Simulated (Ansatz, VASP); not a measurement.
# One calculation of Te2Mo, two programs

```
Te Mo
1.0
     3.54150    0.00000    0.00000
    -1.77075    3.06703    0.00000
     0.00000    0.00000   14.06614
Te Mo
4 2
Direct
  0.66667 0.33333 0.37900
  0.33333 0.66667 0.87900
  0.66667 0.33333 0.12100
  0.33333 0.66667 0.62100
  0.66667 0.33333 0.75000
  0.33333 0.66667 0.25000
```

Alike in both runs: task single point; functional LDA; k mesh 9 × 9 × 2; occupations fermi-dirac, width 0.05 eV; no spin polarisation.

|  | VASP | Ansatz |
| --- | --- | --- |
| version | VASP 6.6.1 | Ansatz 0.2.0 |
| potentials or method | VASP PAW LDA potentials, release 64 (Te, Mo_sv) | JTH PAW LDA |
| plane-wave cutoff (eV) | 520 | 1800 |
| valence electrons in the cell | 52 | 52 |

```csv
,VASP,Ansatz,Ansatz less VASP
gap on the k mesh at the Fermi level (eV),0.76,0.73,-0.030
least direct gap on the mesh (eV),1.01,1.01,-0.001
pressure (GPa),-4.6,-4.0,+0.59
"traceless stress, the component that is largest in VASP (GPa)",-0.16,-0.24,-0.073
rms of the force components (eV/Å),0.235,0.206,-0.0295
```

LDA's correlation is that of Perdew and Zunger in VASP and of Perdew and Wang (1992) in Ansatz. Atom by atom the forces differ by 0.029 eV/Å (rms over components).

Spin-orbit coupling is off throughout. Noted on Ansatz's run: odd divisions of the mesh miss points on the zone boundary, where band edges often lie, so the gap on the mesh can be too wide.
